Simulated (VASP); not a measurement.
Set up this calculation in VASP 6.6.1, as the native input.

```yaml
Task: relaxation of cell and atoms
Functional: PBE
Potentials_or_basis: VASP PAW PBE potentials, release 64 (Li_sv, F)
Cutoff: 600 eV
k_mesh: 12 × 12 × 6
Occupations: fermi-dirac, width 0.02 eV
Spin: no spin polarisation
Dipole_correction: no
Further_INCAR_settings: ALGO = Normal; EDIFF = 1e-06; IBRION = 2; EDIFFG = -0.005; NSW = 80; ISIF = 3
```

The structure of LiF lies in POSCAR:

```
LiF
1.0
    2.7341772997      0.0000000000      0.0000000000
   -1.3670886499      2.3678670000      0.0000000000
    0.0000000000      0.0000000000      3.4175400000
Li F
2 2
Direct
    0.3333333333      0.6666666667      0.2500000000
    0.6666666667      0.3333333333      0.7500000000
    0.6666666667      0.3333333333      0.2500000000
    0.3333333333      0.6666666667      0.7500000000
```

One way to write it, as run:

INCAR

```
SYSTEM = LiF
PREC = Accurate
ENCUT = 600
EDIFF = 1E-6
ISMEAR = -1
SIGMA = 0.02
LREAL = .FALSE.
LASPH = .TRUE.
NELM = 100
ALGO = Normal
ISIF = 3
LWAVE = .FALSE.
LCHARG = .FALSE.
GGA = PE
IBRION = 2
NSW = 80
EDIFFG = -0.005
```

KPOINTS

```
Automatic mesh
0
G
  12 12 6
  0 0 0
```

Potentials or basis: VASP PAW PBE potentials, release 64 (Li_sv, F).

Launch:

```console
$ cat potpaw_PBE.64/Li_sv/POTCAR potpaw_PBE.64/F/POTCAR > POTCAR
$ mpirun -np 1 vasp_std > vasp.out
```

It gave:

```yaml
Relaxed_volume: 9.05 Å³/atom
Relaxed_cell: a = 3.234 Å, b = 3.234 Å, c = 3.997 Å, α = 90.00°, β = 90.00°, γ = 120.00°
Space_group_after_relaxing_to_0.05_Å: P6_3/mmc (No. 194)
Energy_gained_by_relaxing: 837.7 meV/atom
Ionic_steps: 6
Pressure_after_relaxing: -0.1 GPa
Band_gap_on_the_k_mesh: 8.02 eV, direct
```

Caveat: the cutoff is under 1.25 times the usual one of these potentials, so pressure, stress and relaxed cells hold a basis-set (Pulay) error; the volume moved by over 15 % at a fixed basis, so the end points are rough.

Wall time 53 s on 1 thread of AMD EPYC 9R14 (Zen 4), with other jobs on the host, peak memory 0.12 GiB.
